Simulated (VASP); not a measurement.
# Si (Fd-3m) in VASP: notebook, part 2 of 2

VASP 6.6.1. Earlier steps stand in the parts before.

**3. Single point, PBEsol**

Contents of INCAR:

```
SYSTEM = Si
  PREC = Accurate
  ENCUT = 520
  EDIFF = 1E-7
  ISMEAR = 0
  SIGMA = 0.01
  LREAL = .FALSE.
  LASPH = .TRUE.
  NELM = 80
  ALGO = Normal
  ISIF = 2
  LWAVE = .FALSE.
  LCHARG = .FALSE.
  GGA = PS
  NBANDS = 11
```

Contents of KPOINTS:

```
regular mesh
0
G
  12 12 12
  0 0 0
```

Contents of POSCAR:

```
Si
1.0
    0.0000000000      2.7167311791      2.7167311791
    2.7167311791      0.0000000000      2.7167311791
    2.7167311791      2.7167311791      0.0000000000
Si
2
Direct
    0.5000000000      0.5000000000      0.5000000000
    0.7500000000      0.7500000000      0.7500000000
```

Potentials or basis: VASP PAW PBE potentials, release 64 (Si).

Command:

```sh
cat potpaw_PBE.64/Si/POTCAR > POTCAR
mpirun -np 1 vasp_std > vasp.out
```

OUTCAR:

```text
SYSTEM = Si
   PREC = Accurate
   ENCUT = 520
   EDIFF = 1E-7
   ISMEAR = 0
   LREAL = .FALSE.
   LASPH = .TRUE.
   NELM = 80
   ISIF = 2
   GGA = PS

 ion  position               nearest neighbor table
   1  0.500  0.500  0.500-   2 2.35   2 2.35   2 2.35   2 2.35
   2  0.750  0.750  0.750-   1 2.35   1 2.35   1 2.35   1 2.35

  LATTYP: Found a face centered cubic cell.
 ALAT       =     5.4334623582

  Lattice vectors:

 A1 = (   0.0000000000,   2.7167311791,   2.7167311791)
 A2 = (   2.7167311791,   0.0000000000,   2.7167311791)
 A3 = (   2.7167311791,   2.7167311791,   0.0000000000)

Analysis of symmetry for initial positions (statically):
=====================================================================
 Subroutine PRICEL returns:
 Original cell was already a primitive cell.

 Routine SETGRP: Setting up the symmetry group for a
 face centered cubic supercell.

 Subroutine GETGRP returns: Found 48 space group operations
 (whereof 24 operations were pure point group operations)
 out of a pool of 48 trial point group operations.

The static configuration has the point symmetry T_d .
 The point group associated with its full space group is O_h .

Analysis of symmetry for dynamics (positions and initial velocities):
=====================================================================
 Subroutine PRICEL returns:
 Original cell was already a primitive cell.

 Routine SETGRP: Setting up the symmetry group for a
 face centered cubic supercell.

 Subroutine GETGRP returns: Found 48 space group operations
 (whereof 24 operations were pure point group operations)
 out of a pool of 48 trial point group operations.

The dynamic configuration has the point symmetry T_d .
 The point group associated with its full space group is O_h .

 Subroutine INISYM returns: Found 48 space group operations
 (whereof 24 operations are pure point group operations),
 and found     1 'primitive' translations

----------------------------------------------------------------------------------------

                                     Primitive cell

  volume of cell :      40.1024

  direct lattice vectors                    reciprocal lattice vectors
     0.000000000  2.716731179  2.716731179    -0.184044709  0.184044709  0.184044709
     2.716731179  0.000000000  2.716731179     0.184044709 -0.184044709  0.184044709
     2.716731179  2.716731179  0.000000000     0.184044709  0.184044709 -0.184044709

  length of vectors
     3.842038079  3.842038079  3.842038079     0.318774787  0.318774787  0.318774787

  position of ions in fractional coordinates (direct lattice)
     0.500000000  0.500000000  0.500000000
     0.750000000  0.750000000  0.750000000

  ion indices of the primitive-cell ions
   primitive index   ion index
                 1           1
                 2           2

----------------------------------------------------------------------------------------

 KPOINTS: regular mesh

Automatic generation of k-mesh.
 Grid dimensions read from file:
 generate k-points for:   12   12   12

 Generating k-lattice:

  Cartesian coordinates                     Fractional coordinates (reciprocal lattice)
    -0.015337059  0.015337059  0.015337059     0.083333333  0.000000000  0.000000000
     0.015337059 -0.015337059  0.015337059     0.000000000  0.083333333  0.000000000
     0.015337059  0.015337059 -0.015337059     0.000000000  0.000000000  0.083333333

  Length of vectors
     0.026564566  0.026564566  0.026564566

  Shift w.r.t. Gamma in fractional coordinates (k-lattice)
     0.000000000  0.000000000  0.000000000

 Subroutine IBZKPT returns following result:
 ===========================================

 Found     72 irreducible k-points:

 Following reciprocal coordinates:
            Coordinates               Weight
  0.000000  0.000000  0.000000      1.000000
  0.083333  0.000000  0.000000      8.000000
  0.166667  0.000000  0.000000      8.000000
  0.250000  0.000000  0.000000      8.000000
  0.333333  0.000000  0.000000      8.000000
  0.416667  0.000000  0.000000      8.000000
[... 16 lines left out ...]
  0.500000  0.166667  0.000000     24.000000
 -0.416667  0.166667  0.000000     24.000000
 [... further k-points ...]
   k-points           NKPTS =     72   k-points in BZ     NKDIM =     72   number of bands    NBANDS=     11
   number of dos      NEDOS =    301   number of ions     NIONS =      2
   total plane-waves  NPLWV =  27000
   dimension x,y,z NGX =    30 NGY =   30 NGZ =   30
   dimension x,y,z NGXF=    60 NGYF=   60 NGZF=   60
   ions per type =               2
   NGX,Y,Z   is equivalent  to a cutoff of  12.98, 12.98, 12.98 a.u.
   NGXF,Y,Z  is equivalent  to a cutoff of  25.96, 25.96, 25.96 a.u.
 SYSTEM =  Si
   PREC   = accura    normal or accurate (medium, high low for compatibility)
   ISTART =      0    job   : 0-new  1-cont  2-samecut
   ICHARG =      2    charge: 1-file 2-atom 10-const
   ISPIN  =      1    spin polarized calculation?
   LNONCOLLINEAR =      F non collinear calculations
   LSORBIT =      F    spin-orbit coupling
   LASPH  =      T    aspherical Exc in radial PAW
   ENCUT  =  520.0 eV  38.22 Ry    6.18 a.u.   7.14  7.14  7.14*2*pi/ulx,y,z
   NELM   =     80;   NELMIN=  2; NELMDL= -5     # of ELM steps
   EDIFF  = 0.1E-06   stopping-criterion for ELM
   LREAL  =      F    real-space projection
   EDIFFG = 0.1E-05   stopping-criterion for IOM
   NSW    =      0    number of steps for IOM
   IBRION =     -1    ionic relax: 0-MD 1-quasi-New 2-CG
   NFREE  =      0    steps in history (QN), initial steepest desc. (CG)
   ISIF   =      2    stress and relaxation
   ISYM   =      2    0-nonsym 1-usesym 2-fastsym
   POTIM  = 0.5000    time-step for ionic-motion
   TEBEG  =    0.0;   TEEND  =   0.0 temperature during run
   PSTRESS=    0.0 pullay stress
   NELECT =       8.0000    total number of electrons
   NUPDOWN=      -1.0000    fix difference up-down
   EMIN   =  10.00;   EMAX   =-10.00  energy-range for DOS
   EFERMI =   0.00;   METHOD = LEGACY
   ISMEAR =     0;   SIGMA  =   0.01  broadening in eV -4-tet -1-fermi 0-gaus
   EFERMI_NEDOS =   21; number of points for ismear=-14 and -15
   IALGO  =     38    algorithm
   IMIX   =      4    mixing-type and parameters
     AMIX     =   0.40;   BMIX     =  1.00
     AMIX_MAG =   1.60;   BMIX_MAG =  1.00
  volume/ion in A,a.u.               =      20.05       135.31
  Fermi-wavevector in a.u.,A,eV,Ry     =   0.956566  1.807647 12.449576  0.915018
  Thomas-Fermi vector in A             =   2.085505
   LORBIT       =      0    0 simple, 1 ext, 2 COOP (PROOUT), +10 PAW based schemes
   GGA     = PS    functional components
   LHFCALC =     F    Hartree Fock is set to
   AEXX    =    0.0000 exact exchange contribution
   IVDW    =     0    specifies the selected vdW correction
   LEPSILON=     F    determine dielectric tensor
   LRPA    =     F    only Hartree local field effects (RPA)
 non-spin polarized calculation
 Gauss-broadening in eV      SIGMA  =   0.01
  energy-cutoff  :      520.00
  volume of cell :       40.10
 maximum number of plane-waves:      1106
 NGX is ok and might be reduce to    30
   NGX = 15   NGY = 15   NGZ = 15

 number of electron       8.0000000 magnetization

 Free energy of the ion-electron system (eV)
  ---------------------------------------------------
  ext. energy  EPLUGINS =         0.00000000
  ---------------------------------------------------
  free energy    TOTEN  =       -11.49323892 eV

  energy without entropy =      -11.49323892  energy(sigma->0) =      -11.49323892

 E-fermi :   5.8439     XC(G=0):  -9.5478

 val. band max:        5.7744381182   @ k =   0.0000   0.0000   0.0000
 cond. band min:       6.2336837016   @ k =   0.4167   0.4167   0.0000
 fundamental gap:      0.4592455834
 Fermi energy:         5.8439106962

 k-point     1 :       0.0000    0.0000    0.0000
  band No.  band energies     occupation
      1      -6.2054      2.00000
      2       5.7744      2.00000
      3       5.7744      2.00000
      4       5.7744      2.00000
      5       8.2912      0.00000
      6       8.2912      0.00000
      7       8.2912      0.00000
      8       9.0813      0.00000
      9      13.4621      0.00000
     10      13.4621      0.00000
     11      13.4790      0.00000
[... 309 lines left out ...]
 k-point    24 :      -0.4167    0.1667    0.0000
  band No.  band energies     occupation
      1      -3.5860      2.00000
      2      -1.0208      2.00000
      3       2.7534      2.00000
      4       4.1732      2.00000
      5       7.8740      0.00000
      6       9.7690      0.00000
      7      10.1099      0.00000
      8      13.6625      0.00000
      9      14.2206      0.00000
     10      14.4989      0.00000
     11      16.7875      0.00000

 [... further k-points ...]
[... 5 lines left out ...]
  --------------------------------------------------------------------------------------
  -------------------------------------------------------------------------------------
  Total        0.0286804      0.0286804      0.0286804     -0.0000000      0.0000000      0.0000000
  in kB        1.1458454      1.1458454      1.1458454     -0.0000000      0.0000000      0.0000000
  external PRESSURE =       1.1458454 kB  Pullay stress =       0.0000000 kB

 VOLUME and BASIS-vectors are now :
 -----------------------------------------------------------------------------
  energy-cutoff  :      520.00
  volume of cell :       40.10
      direct lattice vectors                 reciprocal lattice vectors
     0.000000000  2.716731179  2.716731179    -0.184044709  0.184044709  0.184044709
     2.716731179  0.000000000  2.716731179     0.184044709 -0.184044709  0.184044709
     2.716731179  2.716731179  0.000000000     0.184044709  0.184044709 -0.184044709

 POSITION                                       TOTAL-FORCE (eV/Angst)
 -----------------------------------------------------------------------------------
      2.71673      2.71673      2.71673        -0.000000      0.000000      0.000000
      4.07510      4.07510      4.07510         0.000000     -0.000000     -0.000000
 -----------------------------------------------------------------------------------
    total drift:                                0.000000     -0.000000     -0.000000

  FREE ENERGIE OF THE ION-ELECTRON SYSTEM (eV)
  ---------------------------------------------------
  free  energy   TOTEN  =       -11.4932389247 eV

  energy  without entropy=      -11.4932389247  energy(sigma->0) =      -11.49323892
```

Wall time 44 s (1 thread of Intel Xeon 8259CL, shared host); peak memory 0.14 GiB.

Results:

```
Free energy            : -11.4932 eV
Pressure               : 0.1 GPa
Band gap on the k mesh : 0.46 eV, indirect (least direct gap 2.52 eV)
```

Caveat: the PAW data sets were made with another functional, which shifts forces and pressure a little. A hybrid or GW would open this gap; PBEsol tends to underestimate it.

**4. Relaxation of cell and atoms, PBEsol**

Contents of INCAR:

```
PREC = Accurate ; ENCUT = 600
EDIFF = 1E-6 ; ISMEAR = 0
SIGMA = 0.01 ; LREAL = False
LASPH = True ; NELM = 80
ALGO = Normal ; ISIF = 3
LWAVE = False ; LCHARG = False
GGA = PS ; IBRION = 2
NSW = 80 ; EDIFFG = -0.001
```

Contents of KPOINTS:

```
Automatic mesh
0
Gamma
  12 12 12
```

POSCAR is that of step 3.

Command:

```sh
cat potpaw_PBE.64/Si/POTCAR > POTCAR
mpirun -np 1 vasp_std > vasp.out
```

Wall time 60 s (1 thread of Intel Xeon 8259CL, shared host); peak memory 0.15 GiB.

The run converged. Its results:

```yaml
Free_energy: -11.4932 eV
Relaxed_volume: 20.08 Å³/atom
Relaxed_cell: a = 3.844 Å, b = 3.844 Å, c = 3.844 Å, α = 60.00°, β = 60.00°, γ = 60.00°
Space_group_after_relaxing_to_0.05_Å: Fd-3m (No. 227)
Energy_gained_by_relaxing: 0.0 meV/atom
Ionic_steps: 3
Pressure_after_relaxing: 0.0 GPa
Band_gap_on_the_k_mesh: 0.46 eV, indirect (least direct gap 2.52 eV)
```

Final structure:
```
Si
1.0
     0.00000    2.71791    2.71791
     2.71791    0.00000    2.71791
     2.71791    2.71791    0.00000
Si
2
Direct
  0.50000 0.50000 0.50000
  0.75000 0.75000 0.75000
```

Levels at points of the mesh, in eV from the valence-band top:
```
           k point  band 1  band 2  band 3  band 4  band 5  band 6  band 7  band 8
(0.00, 0.00, 0.00)  -11.97    0.00    0.00    0.00    2.52    2.52    2.52    3.29
(0.50, 0.00, 0.00)   -9.63   -7.00   -1.20   -1.20    1.46    3.27    3.27    7.51
(0.50, 0.50, 0.00)   -7.82   -7.82   -2.87   -2.87    0.60    0.60   10.04   10.04
```

Caveat: the PAW data sets were made with another functional, which shifts forces and pressure a little. A k mesh can miss the band edges.

**5. Summary**

```tsv
task	cell	k mesh	cutoff (eV)	smearing	gap on the mesh (eV)	pressure (GPa)
single point	a = 3.842 Å, angles 60.0°, 2 atoms	10 × 10 × 10	520	gaussian 0.02 eV	0.47	0.1
single point	a = 3.842 Å, angles 60.0°, 2 atoms	12 × 12 × 12	520	gaussian 0.01 eV	0.46	0.1
relaxation of cell and atoms	relaxed from a = 3.842 Å, angles 60.0°, 2 atoms	12 × 12 × 12	600	gaussian 0.01 eV	0.46	0.0
```

Alike in all rows: level PBEsol; potentials or basis VASP PAW PBE potentials, release 64 (Si); no spin polarisation.

Caveats: the PAW data sets were made with another functional, which shifts forces and pressure a little.

Absolute energies hang on the potentials; compare differences alone.
